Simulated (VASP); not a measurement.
Write the native input for VASP 6.6.1 that does the following.

```yaml
Task: relaxation of cell and atoms
Functional: PBE
Potentials_or_basis: VASP PAW PBE potentials, release 64 (Hf_pv)
Cutoff: 500 eV
k_mesh: 17 × 17 × 17
Occupations: fermi-dirac, width 0.05 eV
Spin: no spin polarisation
Target_pressure: 40 GPa
Dipole_correction: no
Further_INCAR_settings: ALGO = Normal; EDIFF = 1e-07; IBRION = 2; EDIFFG = -0.03; NSW = 60; ISIF = 3
```

The structure of Hf lies in POSCAR:

```
Hf
1.0
   -1.7750000000      1.7750000000      1.7750000000
    1.7750000000     -1.7750000000      1.7750000000
    1.7750000000      1.7750000000     -1.7750000000
Hf
1
Direct
    0.0000000000      0.0000000000      0.0000000000
```

This isn't the form of Hf at room conditions, which is hcp.

These files were run (other wordings do the same):

INCAR

```
SYSTEM = Hf
PREC     = Accurate       ! precision mode
ENCUT    = 500            ! plane-wave cutoff, eV
EDIFF    = 1E-7           ! SCF threshold, eV
ISMEAR   = -1             ! smearing method
SIGMA    = 0.05           ! smearing width, eV
LREAL    = .FALSE.        ! projectors in reciprocal space
LASPH    = .TRUE.         ! aspherical terms in the spheres
NELM     = 120            ! most SCF steps
ALGO     = Normal         ! electronic algorithm
ISIF     = 3              ! what is computed and relaxed
LWAVE    = .FALSE.        ! write WAVECAR
LCHARG   = .FALSE.        ! write CHGCAR
GGA      = PE             ! functional
IBRION   = 2              ! ionic algorithm
NSW      = 60             ! ionic steps
EDIFFG   = -0.03          ! ionic threshold
PSTRESS  = 400.0        
GGA_COMPAT= .FALSE.      
NELMIN   = 4
```

KPOINTS

```
Automatic mesh
0
G
  17 17 17
  0 0 0
```

Potentials or basis: VASP PAW PBE potentials, release 64 (Hf_pv).

Command:

```console
$ cat potpaw_PBE.64/Hf_pv/POTCAR > POTCAR
$ mpirun -np 1 vasp_std > vasp.out
```

Results of the run:

The relaxed volume is 17.12 Å³/atom. The relaxed cell is a = 2.812 Å, b = 2.812 Å, c = 2.812 Å, α = 109.47°, β = 109.47°, γ = 109.47° and the space group after relaxing (to 0.1 Å) is Im-3m (No. 229). The energy change on relaxing (the run minimises the enthalpy) is +527.4 meV/atom and the ionic steps are 5. The pressure after relaxing is 40.1 GPa and the band gap on the k mesh is zero (bands 5 and 6 overlap by 2.69 eV).

Caveat: the cell is relaxed towards a set pressure, so the run minimises the enthalpy, not the energy; the volume moved by over 15 % at a fixed basis, so the end points are rough; spin-orbit coupling is left out, which moves the levels of the heavy elements.

Wall time 32 s on 1 thread of Intel(R) Xeon(R) 6975P-C (Granite Rapids), with other jobs on the host, peak memory 0.18 GiB.
